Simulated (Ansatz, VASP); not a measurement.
# One calculation of HfO2, two programs

```xyz
3
Lattice="-0.1347 2.4834 2.4834 2.4834 -0.1347 2.4834 2.4834 2.4834 -0.1347" Properties=species:S:1:pos:R:3 pbc="T T T"
Hf    0.0000    0.0000    0.0000
O     1.2080    1.2080    1.2080
O     3.6240    3.6240    3.6240
```

Alike in both runs: task single point; functional PBE; k mesh 8 × 8 × 8; occupations gaussian, width 0.05 eV; no spin polarisation.

```csv
,VASP,Ansatz
version,VASP 6.6.1,Ansatz 0.2.0
potentials or method,"VASP PAW PBE potentials, release 64 (Hf_pv, O), cutoff 520 eV","scalar-relativistic, plane waves, PAW"
valence electrons in the cell,22,38
```

```tsv
	VASP	Ansatz	Ansatz less VASP
gap on the k mesh at the Fermi level (eV)	3.83	3.81	-0.012
least direct gap on the mesh (eV)	3.83	3.81	-0.012
pressure (GPa)	-1.5	2.1	+3.63
traceless stress, the component that is largest in VASP (GPa)	5.92	6.18	+0.263
rms of the force components (eV/Å)	0.382	0.410	+0.0279
```

Atom by atom the forces differ by 0.028 eV/Å (rms over components). VASP's potentials hold 22 valence electrons a cell and Ansatz's 38, so a difference there can come from the potentials and not from the codes.

Neither program's run includes spin-orbit coupling.
